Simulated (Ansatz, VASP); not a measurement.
**One calculation of Hf2S, two programs**

```
Hf S
1.0
     3.34653    0.00000    0.00000
    -1.67327    2.89818    0.00000
     0.00000    0.00000   11.66424
Hf S
4 2
Direct
  0.66667 0.33333 0.89862
  0.33333 0.66667 0.39862
  0.66667 0.33333 0.60138
  0.33333 0.66667 0.10138
  0.00000 0.00000 0.75000
  0.00000 0.00000 0.25000
```

Alike in both runs: task single point; functional PBEsol; k mesh 18 × 18 × 4; occupations gaussian, width 0.15 eV; no spin polarisation.

|  | VASP | Ansatz |
| --- | --- | --- |
| version | VASP 6.6.1 | Ansatz 0.2.0 |
| potentials or method | VASP PAW PBE potentials, release 64 (Hf_pv, S), cutoff 520 eV | scalar-relativistic, plane waves, PAW |
| valence electrons in the cell | 52 | 116 |

|  | VASP | Ansatz | Ansatz less VASP |
| --- | --- | --- | --- |
| gap on the k mesh at the Fermi level (eV) | none | none | - |
| pressure (GPa) | -0.4 | 0.0 | +0.44 |
| traceless stress, the component that is largest in VASP (GPa) | 0.16 | 0.14 | -0.015 |
| rms of the force components (eV/Å) | 0.009 | 0.011 | +0.0027 |

VASP's potentials were made for PBE, not for PBEsol. Atom by atom the forces differ by 0.003 eV/Å (rms over components). A gap of «none» marks a metal or a gap that the smearing closes. With one functional, cell and mesh, what is left measures potentials, basis and numerics. VASP's potentials hold 52 valence electrons a cell and Ansatz's 116, so a difference there can come from the potentials and not from the codes.

Neither program's run includes spin-orbit coupling.
